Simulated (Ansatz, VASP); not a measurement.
## Two plane-wave programs on ZnS

```
Zn S
1.0
     3.80464    0.00000    0.00000
    -1.90232    3.29491    0.00000
     0.00000    0.00000    6.22359
Zn S
2 2
Direct
  0.32840 0.64504 0.99417
  0.68632 0.32696 0.50400
  0.33633 0.71011 0.38849
  0.67808 0.32681 0.88207
```

Alike in both runs: task single point; functional PBEsol; k mesh 6 × 6 × 2; no spin polarisation.

```csv
,VASP,Ansatz
version,VASP 6.6.1,Ansatz 0.2.0
potentials or method,"VASP PAW PBE potentials, release 64 (Zn, S), cutoff 520 eV","plane waves, PAW"
occupations,"gaussian, width 0.01 eV",fixed
valence electrons in the cell,36,36
```

Ansatz gave:

| Property | Result |
| --- | --- |
| pressure (GPa) | 0.2 |
| traceless stress, the component that is largest in VASP (GPa) | 2.80 |
| rms of the force components (eV/Å) | 0.669 |

**Question.** Estimate VASP's values.

**Answer.** Pressure (GPa): 0.4; traceless stress, the component that is largest in VASP (GPa): 2.82; rms of the force components (eV/Å): 0.672.

VASP's potentials were made for PBE, not for PBEsol. Atom by atom the forces differ by 0.004 eV/Å (rms over components). Ansatz's warnings: stress scf threshold loose.

The k mesh is coarse, so the values compare programs but aren't converged.
